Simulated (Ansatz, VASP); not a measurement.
# SnO2 in VASP and in Ansatz

```
Sn O
1.0
     4.78800    0.00000    0.00000
     0.00000    4.86658    0.00000
     0.00000    0.00000    3.24090
Sn O
2 4
Direct
  0.50000 0.50000 0.50000
  0.00000 0.00000 0.00000
  0.29185 0.32104 0.00000
  0.79185 0.17896 0.50000
  0.20814 0.82104 0.50000
  0.70815 0.67896 0.00000
```

Alike in both runs: task single point; functional r2SCAN; k mesh 4 × 4 × 6; no spin polarisation.

|  | VASP | Ansatz |
| --- | --- | --- |
| version | VASP 6.6.1 | Ansatz 0.2.0 |
| potentials or method | VASP PAW PBE potentials, release 64 (Sn_d, O) | plane waves, PAW |
| plane-wave cutoff (eV) | 520 | 500 |
| occupations | gaussian, width 0.01 eV | fixed |
| valence electrons in the cell | 52 | 52 |

|  | VASP | Ansatz | Ansatz less VASP |
| --- | --- | --- | --- |
| gap on the k mesh at the Fermi level (eV) | 1.42 | 1.40 | -0.018 |

VASP's potentials were made for PBE, not for r2SCAN.
